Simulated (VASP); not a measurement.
Write the native input for VASP 6.6.1 that does the following.

| Item | Value |
| --- | --- |
| Task | density of states |
| Functional | PBEsol |
| Potentials or basis | VASP PAW PBE potentials, release 64 (Li_sv) |
| Cutoff | 520 eV |
| k mesh | 16 × 16 × 16 |
| Occupations | fermi-dirac, width 0.08 eV |
| Spin | no spin polarisation |
| Dipole correction | no |
| k mesh for the DOS | 24 × 24 × 24 |
| Occupations for the DOS | tetrahedron |
| Further INCAR settings | ALGO = Normal; EDIFF = 1e-07 |

Crystal: Li.

```xyz
1
Lattice="-1.3149 1.3149 1.3149 1.3149 -1.3149 1.3149 1.3149 1.3149 -1.3149" Properties=species:S:1:pos:R:3 pbc="T T T"
Li    0.0000    0.0000    0.0000
```

This cell differs from its parent crystal: volume scaled by 0.45.

These files were run (other wordings do the same):

POSCAR

```
Li
1.0
   -1.3149309380      1.3149309380      1.3149309380
    1.3149309380     -1.3149309380      1.3149309380
    1.3149309380      1.3149309380     -1.3149309380
Li
1
Direct
    0.0000000000      0.0000000000      0.0000000000
```

INCAR.step1

```
SYSTEM = Li
  PREC = Accurate
  ENCUT = 520
  EDIFF = 1E-7
  ISMEAR = -1
  SIGMA = 0.08
  LREAL = .False.
  LASPH = .True.
  NELM = 60
  ALGO = Normal
  ISIF = 2
  LWAVE = .False.
  LCHARG = .True.
  GGA = PS
  NBANDS = 8
```

KPOINTS.step1

```
regular mesh
0
Gamma
  16 16 16
  0 0 0
```

INCAR.step2

```
SYSTEM = Li
  PREC = Accurate
  ENCUT = 520
  EDIFF = 1E-7
  ISMEAR = -5
  SIGMA = 0.08
  LREAL = .False.
  LASPH = .True.
  NELM = 60
  ALGO = Normal
  ISIF = 2
  LWAVE = .False.
  LCHARG = .False.
  GGA = PS
  LORBIT = 11
  NEDOS = 1001
  ICHARG = 11
```

KPOINTS.step2

```
regular mesh
0
Gamma
  24 24 24
  0 0 0
```

Potentials or basis: VASP PAW PBE potentials, release 64 (Li_sv).

The run is started by

```console
$ cat potpaw_PBE.64/Li_sv/POTCAR > POTCAR
$ cp INCAR.step1 INCAR
$ cp KPOINTS.step1 KPOINTS
$ mpirun -np 1 vasp_std > vasp.out
$ cp INCAR.step2 INCAR
$ cp KPOINTS.step2 KPOINTS
$ mpirun -np 1 vasp_std > vasp.out
```

It gave:

```yaml
Valence_electrons_inside_the_program's_atomic_spheres: Li 2.24
```

It took 12 s on 1 thread of Intel(R) Xeon(R) 6975P-C (Granite Rapids), on a shared host, peak memory 0.13 GiB.
